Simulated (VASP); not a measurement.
A run of VASP 6.6.1:

INCAR

```
PREC = Accurate ; ENCUT = 600
EDIFF = 1E-7 ; ISMEAR = 0
SIGMA = 0.1 ; LREAL = F
LASPH = T ; NELM = 100
ALGO = Fast ; ISIF = 3
LWAVE = F ; LCHARG = F
GGA = PS ; IBRION = 2
NSW = 80 ; EDIFFG = -0.01
```

Contents of KPOINTS:

```
Automatic mesh
0
Gamma
  12 12 12
```

POSCAR

```
K
1.0
   -2.6976076924      2.6976076924      2.5061233639
    2.6976076924     -2.6976076924      2.5061233639
    2.6976076924      2.6976076924     -2.5061233639
K
1
Direct
    0.0000000000      0.0000000000      0.0000000000
```

Potentials or basis: VASP PAW PBE potentials, release 64 (K_sv).

The run is started by

```console
$ cat potpaw_PBE.64/K_sv/POTCAR > POTCAR
$ mpirun -np 1 vasp_std > vasp.out
```

Hardware: 1 thread of AMD EPYC 7R43 64-Core Processor (Zen 3) (shared host).

**Question.** Estimate the wall time of this run.

**Answer.** Run time: 16 min on 1 thread of AMD EPYC 7R43 64-Core Processor (Zen 3) (shared host), peak memory 0.25 GiB. Counts: scf iterations 90, k points 163, ion steps 7.
